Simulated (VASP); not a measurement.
Crystal: NaH.

```
CELL_PARAMETERS angstrom
3.95328 0.00000 0.00000
-1.97664 3.42364 0.00000
0.00000 0.00000 4.82829
ATOMIC_POSITIONS crystal
Na 0.33333 0.66667 0.93750
Na 0.66667 0.33333 0.43750
H 0.33333 0.66667 0.43750
H 0.66667 0.33333 0.93750
```

Program: VASP 6.6.1. Alike in all runs: task single point; no spin polarisation; cell as given; cutoff (eV) 520; smearing gaussian 0.01 eV. Hardware: 1 thread of Intel(R) Xeon(R) Platinum 8488C (Sapphire Rapids), with other jobs on the host.

**Question.** Order these runs on this cell by their wall time, lowest first.
A. level r2SCAN; potentials or basis VASP PAW PBE potentials, release 64 (Na_pv, H); k mesh 12 × 12 × 6
B. level PBE; potentials or basis VASP PAW PBE potentials, release 64 (Na_pv, H); k mesh 6 × 6 × 4
C. level LDA; potentials or basis VASP PAW LDA potentials, release 64 (Na_pv, H); k mesh 12 × 12 × 6

**Answer.** B (18 s), C (51 s), A (200 s).
